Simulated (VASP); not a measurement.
# TiSe2 in VASP: notebook

The runs below take TiSe2 through relaxation of cell and atoms, with PBE+D3(BJ).

Program: VASP 6.6.1. These are calculated values, not measurements. Logs are shortened: lines on timing, memory, paths and dates and some standing lists are left out, and cuts for length are marked.

### Step 1. The cell of the first run

The cell holds a slab with vacuum, 9 atoms: a = 3.536 Å, b = 3.536 Å, c = 33.072 Å, α = 90.00°, β = 90.00°, γ = 120.00°.

### Step 2. Relaxation of cell and atoms, PBE+D3(BJ)

Contents of INCAR:

```
SYSTEM = TiSe2
ALGO = Normal
EDIFF = 1E-6
EDIFFG = -0.01
ENCUT = 600
GGA = PE
IBRION = 2
ISIF = 3
ISMEAR = 0
IVDW = 12
KPAR = 4
LASPH = .True.
LATTICE_CONSTRAINTS = .TRUE. .TRUE. .FALSE.
LCHARG = .False.
LREAL = .False.
LWAVE = .False.
NELM = 80
NSW = 90
PREC = Accurate
SIGMA = 0.03
```

Contents of KPOINTS:

```
k-points
0
Gamma
  12 12 1
  0 0 0
```

Contents of POSCAR:

```
TiSe2
1.0
    3.5360000000      0.0000000000      0.0000000000
   -1.7680000000      3.0622658300      0.0000000000
    0.0000000000      0.0000000000     33.0724416000
Se Ti
6 3
Direct
    0.6666666700      0.3333333300      0.2721298900
    0.3333333300      0.6666666700      0.3647883600
    0.6666666700      0.3333333300      0.4536707700
    0.3333333300      0.6666666700      0.5463292300
    0.6666666700      0.3333333300      0.6352116400
    0.3333333300      0.6666666700      0.7278701100
    0.0000000000      0.0000000000      0.3184591200
    0.0000000000      0.0000000000      0.5000000000
    0.0000000000      0.0000000000      0.6815408800
```

Potentials or basis: VASP PAW PBE potentials, release 64 (Se, Ti_sv).

On the command line:

```
> cat potpaw_PBE.64/Se/POTCAR potpaw_PBE.64/Ti_sv/POTCAR > POTCAR
> mpirun -np 4 vasp_std > vasp.out
```

OUTCAR:

```text
SYSTEM = TiSe2
   EDIFF = 1E-6
   EDIFFG = -0.01
   ENCUT = 600
   GGA = PE
   IBRION = 2
   ISIF = 3
   ISMEAR = 0
   IVDW = 12
   LASPH = .True.
   LREAL = .False.
   NELM = 80
   NSW = 90
   PREC = Accurate
 IVDW          = 12

 ion  position               nearest neighbor table
   1  0.667  0.333  0.272-   7 2.55   7 2.55   7 2.55
   2  0.333  0.667  0.365-   7 2.55   7 2.55   7 2.55
   3  0.667  0.333  0.454-   8 2.55   8 2.55   8 2.55
   4  0.333  0.667  0.546-   8 2.55   8 2.55   8 2.55
   5  0.667  0.333  0.635-   9 2.55   9 2.55   9 2.55
   6  0.333  0.667  0.728-   9 2.55   9 2.55   9 2.55
   7  0.000  0.000  0.318-   1 2.55   1 2.55   1 2.55   2 2.55   2 2.55   2 2.55
   8  0.000  0.000  0.500-   3 2.55   4 2.55   3 2.55   4 2.55   3 2.55   4 2.55
   9  0.000  0.000  0.682-   6 2.55   6 2.55   6 2.55   5 2.55   5 2.55   5 2.55

  LATTYP: Found a hexagonal cell.
 ALAT       =     3.5360000000
 C/A-ratio  =     9.3530660633

  Lattice vectors:

 A1 = (   3.5360000000,   0.0000000000,   0.0000000000)
 A2 = (  -1.7680000000,   3.0622658300,   0.0000000000)
 A3 = (   0.0000000000,   0.0000000000,  33.0724416000)

Analysis of symmetry for initial positions (statically):
=====================================================================
 Subroutine PRICEL returns:
 Original cell was already a primitive cell.

 Routine SETGRP: Setting up the symmetry group for a
 hexagonal supercell.

 Subroutine GETGRP returns: Found 12 space group operations
 (whereof 12 operations were pure point group operations)
 out of a pool of 24 trial point group operations.

The static configuration has the point symmetry D_3d.

Analysis of symmetry for dynamics (positions and initial velocities):
=====================================================================
 Subroutine PRICEL returns:
 Original cell was already a primitive cell.

 Routine SETGRP: Setting up the symmetry group for a
 hexagonal supercell.

 Subroutine GETGRP returns: Found 12 space group operations
 (whereof 12 operations were pure point group operations)
 out of a pool of 24 trial point group operations.

The dynamic configuration has the point symmetry D_3d.

 Subroutine INISYM returns: Found 12 space group operations
 (whereof 12 operations are pure point group operations),
 and found     1 'primitive' translations

----------------------------------------------------------------------------------------

                                     Primitive cell

  volume of cell :     358.1141

  direct lattice vectors                    reciprocal lattice vectors
     3.536000000  0.000000000  0.000000000     0.282805430  0.163277791  0.000000000
    -1.768000000  3.062265830  0.000000000     0.000000000  0.326555582  0.000000000
     0.000000000  0.000000000 33.072441600     0.000000000  0.000000000  0.030236655

  length of vectors
     3.536000000  3.536000002 33.072441600     0.326555582  0.326555582  0.030236655

  position of ions in fractional coordinates (direct lattice)
     0.666666670  0.333333330  0.272129890
     0.333333330  0.666666670  0.364788360
     0.666666670  0.333333330  0.453670770
     0.333333330  0.666666670  0.546329230
     0.666666670  0.333333330  0.635211640
     0.333333330  0.666666670  0.727870110
     0.000000000  0.000000000  0.318459120
     0.000000000  0.000000000  0.500000000
     0.000000000  0.000000000  0.681540880

  ion indices of the primitive-cell ions
   primitive index   ion index
                 1           1
                 2           2
                 3           3
                 4           4
                 5           5
                 6           6
                 7           7
                 8           8
                 9           9

----------------------------------------------------------------------------------------

 KPOINTS: k-points

Automatic generation of k-mesh.
 Grid dimensions read from file:
 generate k-points for:   12   12    1

 Generating k-lattice:

  Cartesian coordinates                     Fractional coordinates (reciprocal lattice)
     0.023567119  0.013606483  0.000000000     0.083333333  0.000000000  0.000000000
     0.000000000  0.027212965  0.000000000     0.000000000  0.083333333  0.000000000
     0.000000000  0.000000000  0.030236655     0.000000000  0.000000000  1.000000000

  Length of vectors
     0.027212965  0.027212965  0.030236655

  Shift w.r.t. Gamma in fractional coordinates (k-lattice)
     0.000000000  0.000000000  0.000000000

 Subroutine IBZKPT returns following result:
 ===========================================

 Found     19 irreducible k-points:

 Following reciprocal coordinates:
            Coordinates               Weight
  0.000000  0.000000  0.000000      1.000000
  0.083333 -0.000000  0.000000      6.000000
  0.166667  0.000000  0.000000      6.000000
  0.250000 -0.000000  0.000000      6.000000
  0.333333  0.000000  0.000000      6.000000
  0.416667 -0.000000  0.000000      6.000000
[... 11 lines left out ...]
  0.333333  0.250000  0.000000     12.000000
  0.333333  0.333333  0.000000      2.000000
   k-points           NKPTS =     19   k-points in BZ     NKDIM =     19   number of bands    NBANDS=     43
   number of dos      NEDOS =    301   number of ions     NIONS =      9
   total plane-waves  NPLWV = 211680
   dimension x,y,z NGX =    28 NGY =   28 NGZ =  270
   dimension x,y,z NGXF=    56 NGYF=   56 NGZF=  540
   ions per type =               6   3
   NGX,Y,Z   is equivalent  to a cutoff of  13.16, 13.16, 13.57 a.u.
   NGXF,Y,Z  is equivalent  to a cutoff of  26.33, 26.33, 27.14 a.u.
 SYSTEM =  TiSe2
   PREC   = accura    normal or accurate (medium, high low for compatibility)
   ISTART =      0    job   : 0-new  1-cont  2-samecut
   ICHARG =      2    charge: 1-file 2-atom 10-const
   ISPIN  =      1    spin polarized calculation?
   LNONCOLLINEAR =      F non collinear calculations
   LSORBIT =      F    spin-orbit coupling
   LASPH  =      T    aspherical Exc in radial PAW
   ENCUT  =  600.0 eV  44.10 Ry    6.64 a.u.   7.06  7.06 66.05*2*pi/ulx,y,z
   NELM   =     80;   NELMIN=  2; NELMDL= -5     # of ELM steps
   EDIFF  = 0.1E-05   stopping-criterion for ELM
   LREAL  =      F    real-space projection
   EDIFFG = -.1E-01   stopping-criterion for IOM
   NSW    =     90    number of steps for IOM
   IBRION =      2    ionic relax: 0-MD 1-quasi-New 2-CG
   NFREE  =      1    steps in history (QN), initial steepest desc. (CG)
   ISIF   =      3    stress and relaxation
   ISYM   =      2    0-nonsym 1-usesym 2-fastsym
   POTIM  = 0.5000    time-step for ionic-motion
   TEBEG  =    0.0;   TEEND  =   0.0 temperature during run
   PSTRESS=    0.0 pullay stress
   NELECT =      72.0000    total number of electrons
   NUPDOWN=      -1.0000    fix difference up-down
   EMIN   =  10.00;   EMAX   =-10.00  energy-range for DOS
   EFERMI =   0.00;   METHOD = LEGACY
   ISMEAR =     0;   SIGMA  =   0.03  broadening in eV -4-tet -1-fermi 0-gaus
   EFERMI_NEDOS =   21; number of points for ismear=-14 and -15
   IALGO  =     38    algorithm
   IMIX   =      4    mixing-type and parameters
     AMIX     =   0.40;   BMIX     =  1.00
     AMIX_MAG =   1.60;   BMIX_MAG =  1.00
  volume/ion in A,a.u.               =      39.79       268.52
  Fermi-wavevector in a.u.,A,eV,Ry     =   0.959059  1.812358 12.514552  0.919794
  Thomas-Fermi vector in A             =   2.088221
   LORBIT       =      0    0 simple, 1 ext, 2 COOP (PROOUT), +10 PAW based schemes
   GGA     = PE    functional components
   LHFCALC =     F    Hartree Fock is set to
   AEXX    =    0.0000 exact exchange contribution
   IVDW    =    12    specifies the selected vdW correction
   LEPSILON=     F    determine dielectric tensor
   LRPA    =     F    only Hartree local field effects (RPA)
 conjugate gradient relaxation of ions
 non-spin polarized calculation
 Gauss-broadening in eV      SIGMA  =   0.03
  energy-cutoff  :      600.00
  volume of cell :      358.11
 maximum number of plane-waves:     11996
   NGX = 15   NGY = 15   NGZ =133

--------------------------------------- Ionic step        1  -------------------------------------------

 number of electron      72.0000000 magnetization

 Free energy of the ion-electron system (eV)
  ---------------------------------------------------
  ext. energy  EPLUGINS =         0.00000000
  ---------------------------------------------------
  free energy    TOTEN  =       -54.54240994 eV

  energy without entropy =      -54.54123596  energy(sigma->0) =      -54.54182295

------------------------ aborting loop because EDIFF is reached ----------------------------------------

 Edisp (eV)   -3.43655

 E8    (eV) :    -1.5233

  FORCE on cell =-STRESS in cart. coord.  units (eV):
  Direction    XX          YY          ZZ          XY          YZ          ZX
  --------------------------------------------------------------------------------------
  -------------------------------------------------------------------------------------
  Total      -2.10038    -2.10038    -0.12254     0.00000    -0.00000     0.00000
  in kB      -9.39697    -9.39697    -0.54822     0.00000    -0.00000     0.00000
  external pressure =       -6.45 kB  Pullay stress =        0.00 kB
[... 118 lines left out ...]
  FREE ENERGIE OF THE ION-ELECTRON SYSTEM (eV)
  ---------------------------------------------------
  free  energy   TOTEN  =       -58.0063334538 eV

  energy  without entropy=      -58.0049783459  energy(sigma->0) =      -58.00565590

[... ionic steps 4 to 23 ...]

--------------------------------------- Ionic step       24  -------------------------------------------

 number of electron      72.0000012 magnetization

------------------------ aborting loop because EDIFF is reached ----------------------------------------

 Edisp (eV)   -3.58446

 E8    (eV) :    -1.5880
[... 83 lines left out ...]
  energy  without entropy=      -58.0283146815  energy(sigma->0) =      -58.02935312

--------------------------------------- Ionic step       26  -------------------------------------------

 number of electron      72.0000011 magnetization

 Free energy of the ion-electron system (eV)
  ---------------------------------------------------
  ext. energy  EPLUGINS =         0.00000000
  ---------------------------------------------------
  free energy    TOTEN  =       -54.44765803 eV

  energy without entropy =      -54.44557935  energy(sigma->0) =      -54.44661869

 E-fermi :   0.3483     XC(G=0):  -5.8679

 val. band max:        0.3134553729   @ k =   0.5000  -0.0000   0.0000
 cond. band min:       0.3552232489   @ k =   0.0833  -0.0000   0.0000
 fundamental gap:      0.0417678760
 Fermi energy:         0.3482551048

 k-point     1 :       0.0000    0.0000    0.0000
  band No.  band energies     occupation
      1     -57.1761      2.00000
      2     -57.1761      2.00000
      3     -57.1698      2.00000
      4     -33.4054      2.00000
      5     -33.4054      2.00000
      6     -33.4049      2.00000
[... 903 lines left out ...]
  FREE ENERGIE OF THE ION-ELECTRON SYSTEM (eV)
  ---------------------------------------------------
  free  energy   TOTEN  =       -58.0304344169 eV

  energy  without entropy=      -58.0283557363  energy(sigma->0) =      -58.02939508

 reached required accuracy - stopping structural energy minimisation
```

Wall time 30 min (4 MPI ranks of Intel Xeon 6975P-C (Granite Rapids), shared host); peak memory 0.73 GiB.

What came out:

* Free energy: -58.0304 eV
* Relaxed cell: a = 3.479 Å, b = 3.479 Å, c = 33.072 Å, α = 90.00°, β = 90.00°, γ = 120.00°
* Space group after relaxing (to 0.1 Å): P-3m1 (No. 164)
* Energy gained by relaxing: 5.7 meV/atom
* Ionic steps: 26
* Largest force after relaxing: 0.009 eV/Å
* Band gap on the k mesh: zero (bands 36 and 37 overlap by 0.71 eV)
* Dispersion energy per atom: -0.398 eV

Forces on the atoms (eV/Å):
```
Se   0.000  0.000 -0.004
Se   0.000  0.000  0.009
Se   0.000  0.000  0.001
Se   0.000  0.000 -0.001
Se   0.000  0.000 -0.009
Se   0.000  0.000  0.004
Ti   0.000  0.000 -0.002
Ti   0.000  0.000  0.000
Ti   0.000  0.000  0.002
```

Step by step:
```csv
step,energy change (eV),largest force (eV/Å),pressure (GPa),volume (Å³)
1,0.0000,0.1250,-0.64,358.11
2,-0.0273,0.2513,0.25,350.10
3,-0.0274,0.2596,0.28,349.76
4,-0.0412,0.1715,0.09,348.19
5,-0.0471,0.0660,-0.17,346.01
6,-0.0472,0.0641,-0.13,346.28
7,-0.0479,0.0253,-0.09,345.58
8,-0.0479,0.0238,-0.08,345.59
9,-0.0479,0.0210,-0.08,345.61
10,-0.0480,0.0182,-0.08,345.66
11,-0.0482,0.0313,-0.10,345.79
12,-0.0482,0.0291,-0.09,345.77
13,-0.0485,0.0260,-0.07,345.72
14,-0.0489,0.0322,-0.03,345.62
15,-0.0494,0.0449,0.05,345.42
16,-0.0494,0.0703,0.20,345.02
17,-0.0496,0.0578,0.12,345.22
18,-0.0496,0.0567,0.12,345.24
19,-0.0497,0.0545,0.13,345.29
20,-0.0499,0.0511,0.11,345.39
21,-0.0503,0.0437,0.10,345.58
22,-0.0509,0.0339,0.07,345.97
23,-0.0514,0.0284,0.02,346.75
24,-0.0514,0.0288,0.02,346.70
25,-0.0514,0.0214,0.00,346.71
26,-0.0515,0.0093,-0.02,346.73
```

Final structure:
```yaml
crystal:
  lattice:
    - [3.47933, 0.00000, 0.00000]
    - [-1.73967, 3.01319, 0.00000]
    - [0.00000, 0.00000, 33.07244]
  atoms:
    - { symbol: Se, position: [0.66667, 0.33333, 0.27353] }
    - { symbol: Se, position: [0.33333, 0.66667, 0.36811] }
    - { symbol: Se, position: [0.66667, 0.33333, 0.45289] }
    - { symbol: Se, position: [0.33333, 0.66667, 0.54711] }
    - { symbol: Se, position: [0.66667, 0.33333, 0.63189] }
    - { symbol: Se, position: [0.33333, 0.66667, 0.72647] }
    - { symbol: Ti, position: [0.00000, 0.00000, 0.32115] }
    - { symbol: Ti, position: [0.00000, 0.00000, 0.50000] }
    - { symbol: Ti, position: [0.00000, 0.00000, 0.67885] }
```

Levels at points of the mesh, in eV from the Fermi level:
```
           k point  band 33  band 34  band 35  band 36  band 37  band 38  band 39  band 40
(0.00, 0.00, 0.00)     0.51     0.51     0.53     0.53     0.54     0.54     0.58     0.58
(0.50, 0.00, 0.00)    -1.38    -1.21    -1.00    -0.86    -0.17    -0.03     0.04     1.49
```

### Step 3. Relaxation of cell and atoms, PBE+D3(BJ)

This run uses another cell than the first one.

INCAR: that of step 2 with these lines changed.

```diff
@@ -2,4 +2,4 @@
 ALGO = Normal
-EDIFF = 1E-6
-EDIFFG = -0.01
+EDIFF = 1E-7
+EDIFFG = -0.005
 ENCUT = 600
```

KPOINTS is that of step 2.

Contents of POSCAR:

```
TiSe2                                   
1.0
    3.4793311702      0.0000000000      0.0000000000
   -1.7396655851      3.0131891837      0.0000000000
    0.0000000000      0.0000000000     33.0724416000
  Se              Ti            
     6     3
Direct
     0.6666666699999979    0.3333333300000021    0.2735328330491691
     0.3333333300000021    0.6666666699999979    0.3681109004304187
     0.6666666699999979    0.3333333300000021    0.4528939898592469
     0.3333333300000021    0.6666666699999979    0.5471060101407531
     0.6666666699999979    0.3333333300000021    0.6318890995695815
     0.3333333300000021    0.6666666699999979    0.7264671669508308
     0.0000000000000000    0.0000000000000000    0.3211491425516588
     0.0000000000000000    0.0000000000000000    0.5000000000000000
     0.0000000000000000    0.0000000000000000    0.6788508574483411
```

Potentials or basis: VASP PAW PBE potentials, release 64 (Se, Ti_sv).

On the command line:

```
> cat potpaw_PBE.64/Se/POTCAR potpaw_PBE.64/Ti_sv/POTCAR > POTCAR
> mpirun -np 4 vasp_std > vasp.out
```

Run time: 6.8 min. Hardware: 4 MPI ranks of Intel Xeon 6975P-C (Granite Rapids), shared host; peak memory 0.72 GiB.

The run converged. Its results:

```
Free energy                           : -58.0295 eV
Relaxed cell                          : a = 3.478 Å, b = 3.478 Å, c = 33.072 Å, α = 90.00°, β = 90.00°, γ = 120.00°
Space group after relaxing (to 0.1 Å) : P-3m1 (No. 164)
Energy gained by relaxing             : 0.0 meV/atom
Ionic steps                           : 4
Largest force after relaxing          : 0.004 eV/Å
Band gap on the k mesh                : zero (bands 36 and 37 overlap by 0.71 eV)
Dispersion energy per atom            : -0.398 eV
```

Forces in eV/Å, atoms in the order of the input:
```
Se   0.000  0.000 -0.002
Se   0.000  0.000  0.001
Se   0.000  0.000 -0.003
Se   0.000  0.000  0.003
Se   0.000  0.000 -0.001
Se   0.000  0.000  0.002
Ti   0.000  0.000  0.004
Ti   0.000  0.000  0.000
Ti   0.000  0.000 -0.004
```

Final structure:
```
Se Ti
1.0
     3.47790    0.00000    0.00000
    -1.73895    3.01195    0.00000
     0.00000    0.00000   33.07244
Se Ti
6 3
Direct
  0.66667 0.33333 0.27351
  0.33333 0.66667 0.36816
  0.66667 0.33333 0.45289
  0.33333 0.66667 0.54711
  0.66667 0.33333 0.63184
  0.33333 0.66667 0.72649
  0.00000 0.00000 0.32115
  0.00000 0.00000 0.50000
  0.00000 0.00000 0.67885
```

Levels at points of the mesh, in eV from the Fermi level:
| k point | band 34 | band 35 | band 36 | band 37 | band 38 | band 39 |
| --- | --- | --- | --- | --- | --- | --- |
| (0.00, 0.00, 0.00) | 0.52 | 0.54 | 0.54 | 0.54 | 0.54 | 0.58 |
| (0.50, 0.00, 0.00) | -1.21 | -0.99 | -0.85 | -0.17 | -0.04 | 0.04 |
